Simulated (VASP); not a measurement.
# O in VASP: notebook

The runs below take O through single point, with PBE.

All numbers are computed with VASP 6.6.1; they aren't measurements. Logs are shortened: lines on timing, memory, paths and dates and some standing lists are left out, and cuts for length are marked.

## (1) The cell of the first run

Symmetry: P2/c, No. 13, monoclinic system. Conventional cell: a = 3.918 Å, b = 3.815 Å, c = 3.138 Å, α = 90.00°, β = 108.65°, γ = 90.00°. Within 1.7 Å of O (site symmetry 1) lie 1 O at 1.24 Å.

## (2) Single point, PBE

Input file INCAR:

```
ALGO = Normal ; EDIFF = 1E-7
ENCUT = 520 ; GGA = PE
ISIF = 2 ; ISMEAR = -1
LASPH = True ; LCHARG = False
LREAL = False ; LWAVE = False
NBANDS = 20 ; NELM = 60
PREC = Accurate ; SIGMA = 0.05
```

Input file KPOINTS:

```
k-points
0
Gamma
  7 7 9
```

Input file POSCAR:

```
O
1.0
    3.9180350126      0.0000000000      0.0000000000
    0.0000000000      3.8145534731      0.0000000000
   -1.0032567979      0.0000000000      2.9729743014
O
4
Direct
    0.3329660000      0.3058770000      0.1812950000
    0.6670340000      0.3058770000      0.3187050000
    0.6670340000      0.6941230000      0.8187050000
    0.3329660000      0.6941230000      0.6812950000
```

Potentials or basis: VASP PAW PBE potentials, release 64 (O).

Started as:

```sh
cat potpaw_PBE.64/O/POTCAR > POTCAR
mpirun -np 1 vasp_std > vasp.out
```

OUTCAR:

```text
EDIFF = 1E-7
   ENCUT = 520
   GGA = PE
   ISIF = 2
   ISMEAR = -1
   LASPH = True
   LREAL = False
   NELM = 60
   PREC = Accurate

 ion  position               nearest neighbor table
   1  0.333  0.306  0.181-   2 1.24
   2  0.667  0.306  0.319-   1 1.24
   3  0.667  0.694  0.819-   4 1.24
   4  0.333  0.694  0.681-   3 1.24

  LATTYP: Found a simple monoclinic cell.
 ALAT       =     3.1376902969
 B/A-ratio  =     1.2157201993
 C/A-ratio  =     1.2487003630
 COS(beta)  =    -0.3197437296

  Lattice vectors:

 A1 = (  -1.0032567979,   0.0000000000,   2.9729743014)
 A2 = (   0.0000000000,  -3.8145534731,   0.0000000000)
 A3 = (   3.9180350126,   0.0000000000,   0.0000000000)

Analysis of symmetry for initial positions (statically):
=====================================================================
 Subroutine PRICEL returns:
 Original cell was already a primitive cell.

 Routine SETGRP: Setting up the symmetry group for a
 simple monoclinic supercell.

 Subroutine GETGRP returns: Found  4 space group operations
 (whereof  2 operations were pure point group operations)
 out of a pool of  4 trial point group operations.

The static configuration has the point symmetry S_2 .
 The point group associated with its full space group is C_2h.

Analysis of symmetry for dynamics (positions and initial velocities):
=====================================================================
 Subroutine PRICEL returns:
 Original cell was already a primitive cell.

 Routine SETGRP: Setting up the symmetry group for a
 simple monoclinic supercell.

 Subroutine GETGRP returns: Found  4 space group operations
 (whereof  2 operations were pure point group operations)
 out of a pool of  4 trial point group operations.

The dynamic configuration has the point symmetry S_2 .
 The point group associated with its full space group is C_2h.

 Subroutine INISYM returns: Found  4 space group operations
 (whereof  2 operations are pure point group operations),
 and found     1 'primitive' translations

----------------------------------------------------------------------------------------

                                     Primitive cell

  volume of cell :      44.4327

  direct lattice vectors                    reciprocal lattice vectors
     3.918035013  0.000000000  0.000000000     0.255229981  0.000000000  0.086129642
     0.000000000  3.814553473  0.000000000     0.000000000  0.262153882  0.000000000
    -1.003256798  0.000000000  2.972974301     0.000000000  0.000000000  0.336363486

  length of vectors
     3.918035013  3.814553473  3.137690297     0.269370856  0.262153882  0.336363486

  position of ions in fractional coordinates (direct lattice)
     0.332966000  0.305877000  0.181295000
     0.667034000  0.305877000  0.318705000
     0.667034000  0.694123000  0.818705000
     0.332966000  0.694123000  0.681295000

  ion indices of the primitive-cell ions
   primitive index   ion index
                 1           1
                 2           2
                 3           3
                 4           4

----------------------------------------------------------------------------------------

 KPOINTS: k-points

Automatic generation of k-mesh.
 Grid dimensions read from file:
 generate k-points for:    7    7    9

 Generating k-lattice:

  Cartesian coordinates                     Fractional coordinates (reciprocal lattice)
     0.036461426  0.000000000  0.012304235     0.142857143  0.000000000 -0.000000000
     0.000000000  0.037450555  0.000000000     0.000000000  0.142857143  0.000000000
     0.000000000  0.000000000  0.037373721     0.000000000  0.000000000  0.111111111

  Length of vectors
     0.038481551  0.037450555  0.037373721

  Shift w.r.t. Gamma in fractional coordinates (k-lattice)
     0.000000000  0.000000000  0.000000000

 Subroutine IBZKPT returns following result:
 ===========================================

 Found    128 irreducible k-points:

 Following reciprocal coordinates:
            Coordinates               Weight
  0.000000  0.000000  0.000000      1.000000
  0.142857  0.000000  0.000000      2.000000
  0.285714  0.000000  0.000000      2.000000
  0.428571  0.000000  0.000000      2.000000
  0.000000  0.142857  0.000000      2.000000
  0.142857  0.142857  0.000000      4.000000
[... 16 lines left out ...]
 -0.142857  0.000000  0.111111      2.000000
  0.000000  0.142857  0.111111      4.000000
 [... further k-points ...]
   k-points           NKPTS =    128   k-points in BZ     NKDIM =    128   number of bands    NBANDS=     20
   number of dos      NEDOS =    301   number of ions     NIONS =      4
   total plane-waves  NPLWV =  20160
   dimension x,y,z NGX =    30 NGY =   28 NGZ =   24
   dimension x,y,z NGXF=    60 NGYF=   56 NGZF=   48
   ions per type =               4
   NGX,Y,Z   is equivalent  to a cutoff of  12.73, 12.20, 12.72 a.u.
   NGXF,Y,Z  is equivalent  to a cutoff of  25.46, 24.41, 25.43 a.u.
 SYSTEM =  unknown system
   PREC   = accura    normal or accurate (medium, high low for compatibility)
   ISTART =      0    job   : 0-new  1-cont  2-samecut
   ICHARG =      2    charge: 1-file 2-atom 10-const
   ISPIN  =      1    spin polarized calculation?
   LNONCOLLINEAR =      F non collinear calculations
   LSORBIT =      F    spin-orbit coupling
   LASPH  =      T    aspherical Exc in radial PAW
   ENCUT  =  520.0 eV  38.22 Ry    6.18 a.u.   7.28  7.09  5.83*2*pi/ulx,y,z
   NELM   =     60;   NELMIN=  2; NELMDL= -5     # of ELM steps
   EDIFF  = 0.1E-06   stopping-criterion for ELM
   LREAL  =      F    real-space projection
   EDIFFG = 0.1E-05   stopping-criterion for IOM
   NSW    =      0    number of steps for IOM
   IBRION =     -1    ionic relax: 0-MD 1-quasi-New 2-CG
   NFREE  =      0    steps in history (QN), initial steepest desc. (CG)
   ISIF   =      2    stress and relaxation
   ISYM   =      2    0-nonsym 1-usesym 2-fastsym
   POTIM  = 0.5000    time-step for ionic-motion
   TEBEG  =    0.0;   TEEND  =   0.0 temperature during run
   PSTRESS=    0.0 pullay stress
   NELECT =      24.0000    total number of electrons
   NUPDOWN=      -1.0000    fix difference up-down
   EMIN   =  10.00;   EMAX   =-10.00  energy-range for DOS
   EFERMI =   0.00;   METHOD = LEGACY
   ISMEAR =    -1;   SIGMA  =   0.05  broadening in eV -4-tet -1-fermi 0-gaus
   EFERMI_NEDOS =   21; number of points for ismear=-14 and -15
   IALGO  =     38    algorithm
   IMIX   =      4    mixing-type and parameters
     AMIX     =   0.40;   BMIX     =  1.00
     AMIX_MAG =   1.60;   BMIX_MAG =  1.00
  volume/ion in A,a.u.               =      11.11        74.96
  Fermi-wavevector in a.u.,A,eV,Ry     =   1.333248  2.519473 24.185029  1.777550
  Thomas-Fermi vector in A             =   2.462121
   LORBIT       =      0    0 simple, 1 ext, 2 COOP (PROOUT), +10 PAW based schemes
   GGA     = PE    functional components
   LHFCALC =     F    Hartree Fock is set to
   AEXX    =    0.0000 exact exchange contribution
   IVDW    =     0    specifies the selected vdW correction
   LEPSILON=     F    determine dielectric tensor
   LRPA    =     F    only Hartree local field effects (RPA)
 non-spin polarized calculation
  energy-cutoff  :      520.00
  volume of cell :       44.43
 maximum number of plane-waves:      1209
 NGX is ok and might be reduce to    30
   NGX = 15   NGY = 15   NGZ = 11

 number of electron      23.9999990 magnetization

 Free energy of the ion-electron system (eV)
  ---------------------------------------------------
  ext. energy  EPLUGINS =         0.00000000
  ---------------------------------------------------
  free energy    TOTEN  =       -19.67924721 eV

  energy without entropy =      -19.67922116  energy(sigma->0) =      -19.67923418

 E-fermi :   0.4068     XC(G=0):  -9.4547

 val. band max:        0.0757750871   @ k =   0.0000   0.4286   0.0000
 cond. band min:       0.7310566462   @ k =   0.4286   0.4286   0.0000
 fundamental gap:      0.6552815590
 Fermi energy:         0.4068298437

 k-point     1 :       0.0000    0.0000    0.0000
  band No.  band energies     occupation
      1     -26.5218      2.00000
      2     -24.8229      2.00000
      3     -14.3351      2.00000
      4     -12.3898      2.00000
      5      -8.3900      2.00000
      6      -7.4631      2.00000
[... 12 lines left out ...]
     19      14.2446      0.00000
     20      17.1456      0.00000

 k-point     2 :       0.1429    0.0000    0.0000
  band No.  band energies     occupation
      1     -26.5096      2.00000
      2     -24.8202      2.00000
      3     -14.5109      2.00000
      4     -12.4325      2.00000
      5      -8.1189      2.00000
      6      -7.3812      2.00000
[... 12 lines left out ...]
     19      13.8989      0.00000
     20      17.4602      0.00000

 k-point     3 :       0.2857    0.0000    0.0000
  band No.  band energies     occupation
      1     -26.4814      2.00000
      2     -24.8139      2.00000
      3     -14.8634      2.00000
      4     -12.5254      2.00000
      5      -7.6850      2.00000
      6      -7.1735      2.00000
[... 12 lines left out ...]
     19      13.5021      0.00000
     20      17.9112      0.00000

 k-point     4 :       0.4286    0.0000    0.0000
  band No.  band energies     occupation
      1     -26.4585      2.00000
      2     -24.8085      2.00000
      3     -15.1149      2.00000
      4     -12.5971      2.00000
      5      -7.5149      2.00000
      6      -7.2161      2.00000
[... 12 lines left out ...]
     19      13.3800      0.00000
     20      17.8351      0.00000

 k-point     5 :       0.0000    0.1429    0.0000
  band No.  band energies     occupation
      1     -26.4905      2.00000
      2     -24.8619      2.00000
      3     -14.2983      2.00000
      4     -12.4385      2.00000
      5      -8.3661      2.00000
      6      -7.4144      2.00000
[... 12 lines left out ...]
     19      14.3956      0.00000
     20      16.8205      0.00000
[... 353 lines left out ...]
      6      -7.2960      2.00000
[... 12 lines left out ...]
     19      13.4809      0.00000
     20      17.4150      0.00000

 k-point    22 :      -0.2857    0.0000    0.1111
  band No.  band energies     occupation
      1     -26.4366      2.00000
      2     -24.8587      2.00000
      3     -14.6922      2.00000
      4     -12.5926      2.00000
      5      -7.7841      2.00000
      6      -7.2307      2.00000
[... 12 lines left out ...]
     19      13.6812      0.00000
     20      17.4182      0.00000

 k-point    23 :      -0.1429    0.0000    0.1111
  band No.  band energies     occupation
      1     -26.4614      2.00000
      2     -24.8646      2.00000
      3     -14.3671      2.00000
      4     -12.5079      2.00000
      5      -8.2263      2.00000
      6      -7.3550      2.00000
[... 12 lines left out ...]
     19      14.1662      0.00000
     20      17.4241      0.00000

 k-point    24 :       0.0000    0.1429    0.1111
  band No.  band energies     occupation
      1     -26.4367      2.00000
      2     -24.9036      2.00000
      3     -14.2556      2.00000
      4     -12.5072      2.00000
      5      -8.3155      2.00000
      6      -7.4791      2.00000
[... 12 lines left out ...]
     19      14.5019      0.00000
     20      16.9575      0.00000

 [... further k-points ...]
[... 5 lines left out ...]
  --------------------------------------------------------------------------------------
  -------------------------------------------------------------------------------------
  Total       -0.4144221      0.7738944      0.0073454      0.0000000      0.0000000     -0.6339438
  in kB      -14.9434323     27.9054566      0.2648622      0.0000000      0.0000000    -22.8590483
  external PRESSURE =       4.4089621 kB  Pullay stress =       0.0000000 kB

 VOLUME and BASIS-vectors are now :
 -----------------------------------------------------------------------------
  energy-cutoff  :      520.00
  volume of cell :       44.43
      direct lattice vectors                 reciprocal lattice vectors
     3.918035013  0.000000000  0.000000000     0.255229981  0.000000000  0.086129642
     0.000000000  3.814553473  0.000000000     0.000000000  0.262153882  0.000000000
    -1.003256798  0.000000000  2.972974301     0.000000000  0.000000000  0.336363486

 POSITION                                       TOTAL-FORCE (eV/Angst)
 -----------------------------------------------------------------------------------
      1.12269      1.16678      0.53899         0.734245      0.159154      0.338689
      2.29372      1.16678      0.94750        -0.734245      0.159154     -0.338689
      1.79209      2.64777      2.43399        -0.734245     -0.159154     -0.338689
      0.62106      2.64777      2.02547         0.734245     -0.159154      0.338689
 -----------------------------------------------------------------------------------
    total drift:                                0.000000     -0.000000     -0.000000

  FREE ENERGIE OF THE ION-ELECTRON SYSTEM (eV)
  ---------------------------------------------------
  free  energy   TOTEN  =       -19.6792472071 eV

  energy  without entropy=      -19.6792211608  energy(sigma->0) =      -19.67923418
```

Run time: 53 s. Hardware: 1 thread of AMD EPYC 9R45 (Zen 5), shared host; peak memory 0.17 GiB.

Results:

```yaml
Free_energy: -19.6792 eV
Pressure: 0.4 GPa
Largest_force: 0.824 eV/Å
Band_gap_on_the_k_mesh: 0.66 eV, indirect (least direct gap 0.86 eV)
```

Forces in eV/Å, atoms in the order of the input:
```
O    0.734  0.159  0.339
O   -0.734  0.159 -0.339
O   -0.734 -0.159 -0.339
O    0.734 -0.159  0.339
```

Caveat: the standard files for N, O and F lose accuracy on very short bonds; spin is off for a triplet molecule. A k mesh can miss the band edges.

[end of part 1 of 2]
